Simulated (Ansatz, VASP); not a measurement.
One calculation of SrVO3, two programs

POSCAR

```
SrVO3
1.0
    3.8408994000      0.0000000000      0.0000000000
    0.0000000000      3.8408994000      0.0000000000
    0.0000000000      0.0000000000      3.8408994000
Sr V O
1 1 3
Direct
    0.5000000000      0.5000000000      0.5000000000
    0.0000000000      0.0000000000      0.0000000000
    0.5000000000      0.0000000000      0.0000000000
    0.0000000000      0.5000000000      0.0000000000
    0.0000000000      0.0000000000      0.5000000000
```

The input INCAR.step1:

```
SYSTEM = SrVO3
  PREC = Accurate
  ENCUT = 520
  ISMEAR = 0
  SIGMA = 0.05
  LREAL = .False.
  LASPH = .True.
  NELM = 150
  ISPIN = 2
  MAGMOM = 0 0.93 -0.02 -0.02 -0.02
  LMAXMIX = 4
  LDAU = .True.
  LDAUTYPE = 2
  LDAUL = -1 2 -1
  LDAUU = 0 4 0
  LDAUJ = 0 0 0
  NBANDS = 32
  GGA = PE
  ALGO = Normal
  EDIFF = 1E-4
  LWAVE = .True.
  LCHARG = .False.
```

The input INCAR.step2:

```
SYSTEM = SrVO3
  PREC = Accurate
  ENCUT = 520
  EDIFF = 1E-6
  ISMEAR = 0
  SIGMA = 0.05
  LREAL = .False.
  LASPH = .True.
  NELM = 150
  ALGO = Normal
  ISIF = 2
  LWAVE = .False.
  LCHARG = .True.
  ISPIN = 2
  MAGMOM = 0 0.93 -0.02 -0.02 -0.02
  LORBIT = 11
  LMAXMIX = 4
  LDAU = .True.
  LDAUTYPE = 2
  LDAUL = -1 2 -1
  LDAUU = 0 4 0
  LDAUJ = 0 0 0
  LDAUPRINT = 1
  METAGGA = R2SCAN
  LMIXTAU = .True.
  LELF = .True.
  LVHAR = .True.
  NBANDS = 32
  ISTART = 1
```

KPOINTS

```
Automatic mesh
0
Gamma
  5 5 5
  0 0 0
```

Input for Ansatz:

```yaml
crystal:
  lattice:
    - [3.8408994, 0.0, 0.0]
    - [0.0, 3.8408994, 0.0]
    - [0.0, 0.0, 3.8408994]
  atoms:
    - { symbol: Sr, position: [0.5, 0.5, 0.5] }
    - { symbol: V, position: [0.0, 0.0, 0.0], spin: 1.0 }
    - { symbol: O, position: [0.5, 0.0, 0.0] }
    - { symbol: O, position: [0.0, 0.5, 0.0] }
    - { symbol: O, position: [0.0, 0.0, 0.5] }
basis:
  ecutwfc: 500
  ecutrho_ratio: 4
kpoints:
  mp_grid: { grid: [5, 5, 5] }
hamiltonian:
  xc: r2scan
  hubbard:
    sites:
      - { site: 1, l: d, u_eff: 4.0, starting_ns: [{ spin: up, occupation_matrix: s1up }, { spin: down, occupation_matrix: s1down }] }
    occupation_matrices:
      s1up:
        matrix:
          - [0.30569, 0.07792, 0.03117, 0.37919, 0.19739]
          - [0.07792, 0.04125, 0.0085, 0.10341, 0.05383]
          - [0.03117, 0.0085, 0.0234, 0.04137, 0.02153]
          - [0.37919, 0.10341, 0.04137, 0.52329, 0.26198]
          - [0.19739, 0.05383, 0.02153, 0.26198, 0.15638]
      s1down:
        matrix:
          - [0.02, 0.0, 0.0, 0.0, 0.0]
          - [0.0, 0.02, 0.0, 0.0, 0.0]
          - [0.0, 0.0, 0.02, 0.0, 0.0]
          - [0.0, 0.0, 0.0, 0.02, 0.0]
          - [0.0, 0.0, 0.0, 0.0, 0.02]
    ns_hold: { iters: 12 }
scf:
  occupations: { method: gaussian, width: 0.05 }
  lower_state_search: "off"
  max_iter: 150
output:
  forces: true
  stress: true
  eigenvalues: true
  populations: true
  hubbard: { sites: [{ site: 1, l: d }] }
  write_density: true
  write_potential: true
  elf: true
  volumetric_format: npy
magnetization:
  spin_polarized: true
```

Alike in both runs: task single point; functional r2SCAN; k mesh 5 × 5 × 5; occupations gaussian, width 0.05 eV; collinear spin; Hubbard terms V d U = 4.0 eV.

|  | VASP | Ansatz |
| --- | --- | --- |
| version | VASP 6.6.1 | Ansatz 0.2.0 |
| potentials or method | VASP PAW PBE potentials, release 64 (Sr_sv, V_sv, O), cutoff 520 eV | scalar-relativistic, plane waves, PAW |
| valence electrons in the cell | 41 | 41 |

```csv
,VASP,Ansatz,Ansatz less VASP
pressure (GPa),5.1,4.2,-0.90
net moment per atom (μB),0.20,0.20,0.000
size of the moment on the site where the two differ most (μB),1.20,0.85,-0.353
```

VASP's potentials were made for PBE, not for r2SCAN. Site moments also hang on the region over which each program counts them. The programs project onto different local orbitals, so the same U acts differently, and such runs can settle in different states. Ansatz's warnings: specified occupation not kept, symmetry narrowed by occupation matrices.
